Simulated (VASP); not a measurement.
YAl7N8 (sol): single point with PBEsol

The system is YAl7N8 (sol).

```xyz
16
Lattice="3.1921 -0.0215 5.0849 3.1921 0.0215 -5.0849 -3.1921 5.5642 -0.0234" Properties=species:S:1:pos:R:3 pbc="T T T"
Y     0.0000    1.8934   -0.1044
Al   -1.5725    4.6479   -0.1201
Al    3.1921    1.8307   -0.1163
Al    1.5725    4.6479   -0.1201
Al    1.6064    0.9100   -2.6214
Al    1.5857    0.8886    2.4635
Al    0.0000    3.7456   -2.7043
Al    0.0000    3.7078    2.4902
N     3.1921    1.8762   -2.8976
N     3.1921    1.8372    2.0469
N     1.6179    4.6399   -3.0949
N     1.5743    4.6184    1.9900
N     1.6853    0.8594   -0.5441
N     0.0000    3.8546   -0.6287
N     4.6990    0.8594   -0.5441
N     3.1921    3.7171   -0.4819
```

```json
{"Program": "VASP 6.6.1", "Task": "single point", "Functional": "PBEsol", "Potentials or basis": "VASP PAW PBE potentials, release 64 (Y_sv, Al, N)", "Cutoff": "520 eV", "k mesh": "6 × 6 × 6", "Occupations": "gaussian, width 0.01 eV", "Spin": "no spin polarisation", "Dipole correction": "no", "Further INCAR settings": "LREAL = Auto; ALGO = Normal; EDIFF = 1e-06; NBANDS = 50"}
```

```
Pressure               : 2.4 GPa
Largest force          : 2.676 eV/Å
Band gap on the k mesh : 2.99 eV, indirect (least direct gap 3.02 eV)
```

Forces on the atoms (eV/Å):
```
Y    0.000  0.044  1.655
Al   0.022  0.037  1.102
Al   0.000 -0.022  0.603
Al  -0.022  0.037  1.102
Al  -0.037 -0.067  1.321
Al   0.037 -0.067  1.321
Al   0.000  0.031  1.235
Al   0.000  0.057  1.256
N    0.000  0.023 -0.538
N    0.000  0.063 -0.649
N   -0.052  0.019 -1.160
N    0.052  0.019 -1.160
N    1.731 -1.009 -1.620
N    0.000  1.930 -1.854
N   -1.731 -1.009 -1.620
N    0.000 -0.085 -0.994
```

Stress tensor (GPa, compression positive):
```
 8.32  0.00  0.00
 0.00  7.94  0.32
 0.00  0.32 -9.18
```

Levels at points of the mesh, in eV from the valence-band top:
```tsv
k point	band 34	band 35	band 36	band 37	band 38	band 39
(0.00, 0.00, 0.00)	-0.57	-0.25	-0.03	2.99	4.31	4.51
(0.50, 0.00, 0.00)	-0.71	-0.55	-0.01	4.60	4.94	5.02
(0.00, 0.50, 0.00)	-0.78	-0.33	0.00	4.57	4.79	5.00
(0.50, 0.50, 0.00)	-1.10	-0.55	-0.20	4.41	4.53	4.61
(0.00, 0.00, 0.50)	-0.45	-0.20	-0.16	4.69	4.97	4.99
(0.50, 0.50, 0.50)	-0.68	-0.42	-0.14	4.61	4.65	5.08
```

It took 23 min on 1 thread of Intel(R) Xeon(R) Platinum 8259CL CPU @ 2.50GHz (Skylake/Cascade Lake) (shared host), peak memory 0.57 GiB.

Caveat: the PAW data sets were made with another functional, which shifts forces and pressure a little. A k mesh can miss the band edges.
